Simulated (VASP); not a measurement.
The system is Pd.

```
CELL_PARAMETERS angstrom
-1.57228 1.57228 1.57228
1.57228 -1.57228 1.57228
1.57228 1.57228 -1.57228
ATOMIC_POSITIONS crystal
Pd 0.00000 0.00000 0.00000
```

| Quantity | Value |
| --- | --- |
| Program | VASP 6.6.1 |
| Task | relaxation of cell and atoms |
| Functional | BLYP |
| Dispersion | D3(BJ) |
| Potentials or basis | VASP PAW PBE potentials, release 64 (Pd) |
| Cutoff | 600 eV |
| k mesh | 12 × 12 × 12 |
| Occupations | fermi-dirac, width 0.05 eV |
| Spin | no spin polarisation |

At the start: pressure -6.5 GPa; volume 15.55 Å³/atom.

**Question.** Where does the relaxation end?

**Answer.** Over 3 steps the energy falls by 12.6 meV/atom and the volume is 14.95 Å³/atom (-3.8 %); space group Im-3m (No. 229, to 0.05 Å).

Step by step:
| step | energy change (eV) | largest force (eV/Å) | pressure (GPa) | volume (Å³) |
| --- | --- | --- | --- | --- |
| 1 | 0.0000 | 0.0000 | -6.46 | 15.55 |
| 2 | 0.0128 | 0.0000 | 11.23 | 14.18 |
| 3 | -0.0126 | 0.0000 | -0.08 | 14.95 |

Final structure:
```
CELL_PARAMETERS angstrom
-1.55205 1.55205 1.55205
1.55205 -1.55205 1.55205
1.55205 1.55205 -1.55205
ATOMIC_POSITIONS crystal
Pd 0.00000 0.00000 0.00000
```

Caveat: the PAW data sets were made with another functional, which shifts forces and pressure a little; pairwise dispersion overbinds metals, which lowers pressure and volume.
